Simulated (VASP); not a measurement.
# Rh (Fm-3m) in VASP: a series of runs

Aim: see how the results for Rh move with the level of theory and the settings. Levels: PBEsol, PBE. Tasks: single point.

Program: VASP 6.6.1. These are calculated values, not measurements. Logs are shortened: lines on timing, memory, paths and dates and some standing lists are left out, and cuts for length are marked.

### Step 1. The cell of the first run

The structure is cubic, space group Fm-3m (No. 225). The conventional cell has a = 3.780 Å, b = 3.780 Å, c = 3.780 Å, α = 90.00°, β = 90.00°, γ = 90.00°. Within 3.5 Å of Rh (site symmetry m-3m) lie 12 Rh at 2.67 Å.

### Step 2. Single point, PBEsol

INCAR reads:

```
ALGO = Normal
EDIFF = 1E-6
ENCUT = 520
GGA = PS
ISIF = 2
ISMEAR = 1
LASPH = True
LCHARG = True
LELF = True
LREAL = False
LVHAR = True
LWAVE = False
NBANDS = 14
NELM = 60
PREC = Accurate
SIGMA = 0.1
```

KPOINTS reads:

```
k-points
0
Gamma
  36 36 36
```

POSCAR reads:

```
Rh
1.0
    0.0000000000      1.8897530670      1.8897530670
    1.8897530670      0.0000000000      1.8897530670
    1.8897530670      1.8897530670      0.0000000000
Rh
1
Direct
    0.0000000000      0.0000000000      0.0000000000
```

Potentials or basis: VASP PAW PBE potentials, release 64 (Rh_pv).

Run with:

```
$ cat potpaw_PBE.64/Rh_pv/POTCAR > POTCAR
$ mpirun -np 1 vasp_std > vasp.out
```

OUTCAR:

```text
EDIFF = 1E-6
   ENCUT = 520
   GGA = PS
   ISIF = 2
   ISMEAR = 1
   LASPH = True
   LREAL = False
   NELM = 60
   PREC = Accurate

 ion  position               nearest neighbor table
   1  0.000  0.000  0.000-

  LATTYP: Found a face centered cubic cell.
 ALAT       =     3.7795061340

  Lattice vectors:

 A1 = (   0.0000000000,   1.8897530670,   1.8897530670)
 A2 = (   1.8897530670,   0.0000000000,   1.8897530670)
 A3 = (   1.8897530670,   1.8897530670,   0.0000000000)

Analysis of symmetry for initial positions (statically):
=====================================================================
 Subroutine PRICEL returns:
 Original cell was already a primitive cell.

 Routine SETGRP: Setting up the symmetry group for a
 face centered cubic supercell.

 Subroutine GETGRP returns: Found 48 space group operations
 (whereof 48 operations were pure point group operations)
 out of a pool of 48 trial point group operations.

The static configuration has the point symmetry O_h .

Analysis of symmetry for dynamics (positions and initial velocities):
=====================================================================
 Subroutine PRICEL returns:
 Original cell was already a primitive cell.

 Routine SETGRP: Setting up the symmetry group for a
 face centered cubic supercell.

 Subroutine GETGRP returns: Found 48 space group operations
 (whereof 48 operations were pure point group operations)
 out of a pool of 48 trial point group operations.

The dynamic configuration has the point symmetry O_h .

 Subroutine INISYM returns: Found 48 space group operations
 (whereof 48 operations are pure point group operations),
 and found     1 'primitive' translations

----------------------------------------------------------------------------------------

                                     Primitive cell

  volume of cell :      13.4972

  direct lattice vectors                    reciprocal lattice vectors
     0.000000000  1.889753067  1.889753067    -0.264584833  0.264584833  0.264584833
     1.889753067  0.000000000  1.889753067     0.264584833 -0.264584833  0.264584833
     1.889753067  1.889753067  0.000000000     0.264584833  0.264584833 -0.264584833

  length of vectors
     2.672514417  2.672514417  2.672514417     0.458274374  0.458274374  0.458274374

  position of ions in fractional coordinates (direct lattice)
     0.000000000  0.000000000  0.000000000

  ion indices of the primitive-cell ions
   primitive index   ion index
                 1           1

[... 83 lines left out ...]
   NUPDOWN=      -1.0000    fix difference up-down
   EMIN   =  10.00;   EMAX   =-10.00  energy-range for DOS
   EFERMI =   0.00;   METHOD = LEGACY
   ISMEAR =     1;   SIGMA  =   0.10  broadening in eV -4-tet -1-fermi 0-gaus
   EFERMI_NEDOS =   21; number of points for ismear=-14 and -15
   IALGO  =     38    algorithm
   IMIX   =      4    mixing-type and parameters
     AMIX     =   0.40;   BMIX     =  1.00
     AMIX_MAG =   1.60;   BMIX_MAG =  1.00
  volume/ion in A,a.u.               =      13.50        91.08
  Fermi-wavevector in a.u.,A,eV,Ry     =   1.695731  3.204466 39.123584  2.875502
  Thomas-Fermi vector in A             =   2.776722
   LORBIT       =      0    0 simple, 1 ext, 2 COOP (PROOUT), +10 PAW based schemes
   GGA     = PS    functional components
   LHFCALC =     F    Hartree Fock is set to
   AEXX    =    0.0000 exact exchange contribution
   IVDW    =     0    specifies the selected vdW correction
   LEPSILON=     F    determine dielectric tensor
   LRPA    =     F    only Hartree local field effects (RPA)
 non-spin polarized calculation
 Methfessel and Paxton  Order N= 1 SIGMA  =   0.10
  energy-cutoff  :      520.00
  volume of cell :       13.50
 maximum number of plane-waves:       380
   NGX =  9   NGY =  9   NGZ =  9

 number of electron      15.0000006 magnetization

 Free energy of the ion-electron system (eV)
  ---------------------------------------------------
  ext. energy  EPLUGINS =         0.00000000
  ---------------------------------------------------
  free energy    TOTEN  =        -8.13839139 eV

  energy without entropy =       -8.13879862  energy(sigma->0) =       -8.13852714

 E-fermi :  12.0902     XC(G=0): -14.3378

 val. band max:       12.0897376831   @ k =  -0.3333   0.3056   0.0556
 cond. band min:      12.0913365373   @ k =  -0.2500   0.3333   0.1389
 fundamental gap:      0.0015988542
 Fermi energy:        12.0902293496

 k-point     1 :       0.0000    0.0000    0.0000
  band No.  band energies     occupation
      1     -34.2723      2.00000
      2     -34.2723      2.00000
      3     -34.2723      2.00000
      4       3.9053      2.00000
      5       8.9097      2.00000
      6       8.9097      2.00000
      7       8.9097      2.00000
      8      11.0847      2.00000
      9      11.0847      2.00000
     10      28.0155      0.00000
     11      32.4045      0.00000
     12      33.5724      0.00000
     13      33.5724      0.00000
     14      33.5724      0.00000
[... 377 lines left out ...]
      1     -34.4016      2.00000
      2     -34.2952      2.00000
      3     -34.2880      2.00000
      4       4.5894      2.00000
      5       8.6227      2.00000
      6       9.1580      2.00000
      7       9.1712      2.00000
      8      10.8703      2.00000
      9      11.0725      2.00000
     10      28.9612      0.00000
     11      30.8829      0.00000
     12      32.4077      0.00000
     13      34.3264      0.00000
     14      34.7139      0.00000

 [... further k-points ...]

------------------------ aborting loop because EDIFF is reached ----------------------------------------

  FORCE on cell =-STRESS in cart. coord.  units (eV):
  Direction    XX          YY          ZZ          XY          YZ          ZX
  --------------------------------------------------------------------------------------
  -------------------------------------------------------------------------------------
  Total       -0.0046146     -0.0046146     -0.0046146     -0.0000000      0.0000000     -0.0000000
  in kB       -0.5477682     -0.5477682     -0.5477682     -0.0000000      0.0000000     -0.0000000
  external PRESSURE =      -0.5477682 kB  Pullay stress =       0.0000000 kB

 VOLUME and BASIS-vectors are now :
 -----------------------------------------------------------------------------
  energy-cutoff  :      520.00
  volume of cell :       13.50
      direct lattice vectors                 reciprocal lattice vectors
     0.000000000  1.889753067  1.889753067    -0.264584833  0.264584833  0.264584833
     1.889753067  0.000000000  1.889753067     0.264584833 -0.264584833  0.264584833
     1.889753067  1.889753067  0.000000000     0.264584833  0.264584833 -0.264584833

 POSITION                                       TOTAL-FORCE (eV/Angst)
 -----------------------------------------------------------------------------------
      0.00000      0.00000      0.00000        -0.000000     -0.000000      0.000000
 -----------------------------------------------------------------------------------
    total drift:                               -0.000000     -0.000000     -0.000000

  FREE ENERGIE OF THE ION-ELECTRON SYSTEM (eV)
  ---------------------------------------------------
  free  energy   TOTEN  =        -8.1383913930 eV

  energy  without entropy=       -8.1387986243  energy(sigma->0) =       -8.13852714
```

OSZICAR:

```text
N       E                     dE             d eps       ncg     rms          rms(c)
DAV:   1     0.119559070458E+03    0.11956E+03   -0.87834E+03 34902   0.115E+03
DAV:   2    -0.721100237986E+01   -0.12677E+03   -0.12124E+03 38536   0.342E+02
DAV:   3    -0.876534733517E+01   -0.15543E+01   -0.15518E+01 41530   0.415E+01
DAV:   4    -0.877091588491E+01   -0.55685E-02   -0.55683E-02 39616   0.255E+00
DAV:   5    -0.877096312302E+01   -0.47238E-04   -0.47238E-04 40894   0.207E-01    0.115E+01
DAV:   6    -0.816596405314E+01    0.60500E+00   -0.99271E-01 36724   0.138E+01    0.363E+00
DAV:   7    -0.814333212262E+01    0.22632E-01   -0.22482E-02 40138   0.185E+00    0.164E+00
DAV:   8    -0.813865053974E+01    0.46816E-02   -0.49021E-03 36574   0.966E-01    0.254E-01
DAV:   9    -0.813838614415E+01    0.26440E-03   -0.22660E-04 36238   0.214E-01    0.264E-02
DAV:  10    -0.813839118997E+01   -0.50458E-05   -0.25155E-06 39442   0.181E-02    0.604E-03
DAV:  11    -0.813839139297E+01   -0.20300E-06   -0.52867E-07 18818   0.102E-02
   1 F= -.81383914E+01 E0= -.81385271E+01  d E =0.407231E-03
```

Wall time 4.4 min (1 thread of AMD EPYC 7R13, shared host); peak memory 0.28 GiB.

What came out:

* Free energy: -8.1384 eV
* Pressure: -0.1 GPa

Caveat: the PAW data sets were made with another functional, which shifts forces and pressure a little.

### Step 3. Single point, PBE

This run uses another cell than the first one, of 14.04 Å³/atom, 1.040 times its volume.

INCAR reads:

```
ALGO     = Normal         # electronic algorithm
EDIFF    = 1E-6           # SCF threshold, eV
ENCUT    = 520            # plane-wave cutoff, eV
GGA      = PE             # functional
ISIF     = 2              # what is computed and relaxed
ISMEAR   = 1              # smearing method
LASPH    = T              # aspherical terms in the spheres
LCHARG   = F              # write CHGCAR
LREAL    = F              # projectors in reciprocal space
LWAVE    = F              # write WAVECAR
NBANDS   = 14             # bands
NELM     = 80             # most SCF steps
PREC     = Accurate       # precision mode
SIGMA    = 0.1            # smearing width, eV
```

KPOINTS is that of step 2.

POSCAR reads:

```
Rh
1.0
    0.0000000000      1.9146822360      1.9146822360
    1.9146822360      0.0000000000      1.9146822360
    1.9146822360      1.9146822360      0.0000000000
Rh
1
Direct
    0.0000000000      0.0000000000      0.0000000000
```

Potentials or basis: VASP PAW PBE potentials, release 64 (Rh_pv).

Run with:

```
$ cat potpaw_PBE.64/Rh_pv/POTCAR > POTCAR
$ mpirun -np 1 vasp_std > vasp.out
```

Wall time 4.9 min (1 thread of AMD EPYC 7R13, shared host); peak memory 0.28 GiB.

Results (log left out):

```yaml
Free_energy: -7.2588 eV
Pressure: 0.1 GPa
```

Levels at points of the mesh, in eV from the Fermi level:
```
           k point  band 3  band 4  band 5  band 6  band 7  band 8  band 9  band 10  band 11  band 12
(0.00, 0.00, 0.00)  -46.34   -7.80   -2.97   -2.97   -2.97   -0.96   -0.96    16.02    20.60    21.36
(0.50, 0.00, 0.00)  -46.43   -5.94   -3.05   -3.05    0.55    0.55    0.76     8.44    15.51    20.60
(0.50, 0.50, 0.00)  -46.59   -6.11   -5.75    0.52    0.95    0.95    3.25    12.02    13.21    13.21
```
